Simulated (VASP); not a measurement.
Se: relaxation of cell and atoms with PBEsol

The system is Se.

```
Se
1.0
     4.04152    0.00000    0.00000
    -2.02076    3.50006    0.00000
     0.00000    0.00000    5.11790
Se
3
Direct
  0.24864 0.00000 0.33333
  0.00000 0.24864 0.66667
  0.75136 0.75136 0.00000
```

| Property | Result |
| --- | --- |
| Program | VASP 6.6.1 |
| Task | relaxation of cell and atoms |
| Functional | PBEsol |
| Potentials or basis | VASP PAW PBE potentials, release 64 (Se) |
| Cutoff | 600 eV |
| k mesh | 12 × 12 × 8 |
| Occupations | gaussian, width 0.02 eV |
| Spin | no spin polarisation |
| Dipole correction | no |
| Further INCAR settings | ALGO = Normal; EDIFF = 1e-06; IBRION = 2; EDIFFG = -0.005; NSW = 100; ISIF = 3 |

| Item | Value |
| --- | --- |
| Relaxed volume | 24.14 Å³/atom |
| Relaxed cell | a = 4.039 Å, b = 4.039 Å, c = 5.126 Å, α = 90.00°, β = 90.00°, γ = 120.00° |
| Space group after relaxing (to 0.05 Å) | P3_121 (No. 152) |
| Energy gained by relaxing | 0.1 meV/atom |
| Ionic steps | 8 |
| Pressure after relaxing | 0.0 GPa |
| Largest force after relaxing | 0.003 eV/Å |
| Band gap on the k mesh | 0.43 eV, direct |

Forces in eV/Å, atoms in the order of the input:
```
Se   0.003  0.000  0.000
Se  -0.002  0.003  0.000
Se  -0.002 -0.003  0.000
```

Step by step:
```csv
step,energy change (eV),largest force (eV/Å),pressure (GPa),volume (Å³)
1,0.0000,0.0286,0.16,72.40
2,0.0000,0.0116,-0.16,72.65
3,-0.0001,0.0061,-0.02,72.53
4,-0.0001,0.0057,-0.02,72.54
5,-0.0001,0.0030,-0.10,72.59
6,-0.0001,0.0052,-0.03,72.54
7,-0.0001,0.0047,-0.03,72.51
8,-0.0002,0.0031,-0.01,72.42
```

Final structure:
```yaml
crystal:
  lattice:
    - [4.03922, 0.00000, 0.00000]
    - [-2.01961, 3.49807, 0.00000]
    - [0.00000, 0.00000, 5.12574]
  atoms:
    - { symbol: Se, position: [0.24914, 0.00000, 0.33333] }
    - { symbol: Se, position: [0.00000, 0.24914, 0.66667] }
    - { symbol: Se, position: [0.75086, 0.75086, 0.00000] }
```

Levels at points of the mesh, in eV from the valence-band top:
| k point | band 7 | band 8 | band 9 | band 10 | band 11 | band 12 |
| --- | --- | --- | --- | --- | --- | --- |
| (0.00, 0.00, 0.00) | -1.91 | -1.91 | -0.56 | 1.42 | 1.42 | 2.02 |
| (0.50, 0.00, 0.00) | -3.67 | -1.48 | -0.99 | 1.39 | 1.64 | 4.24 |
| (0.00, 0.00, 0.50) | -1.41 | -1.36 | -1.36 | 0.87 | 0.87 | 0.88 |
| (0.50, 0.00, 0.50) | -2.50 | -2.01 | -0.10 | 1.26 | 2.47 | 2.96 |

It took 6.4 min on 1 thread of Oxide Virtual Turin-like Processor, on a shared host, peak memory 0.27 GiB.

Caveat: the PAW data sets were made with another functional, which shifts forces and pressure a little. A k mesh can miss the band edges.
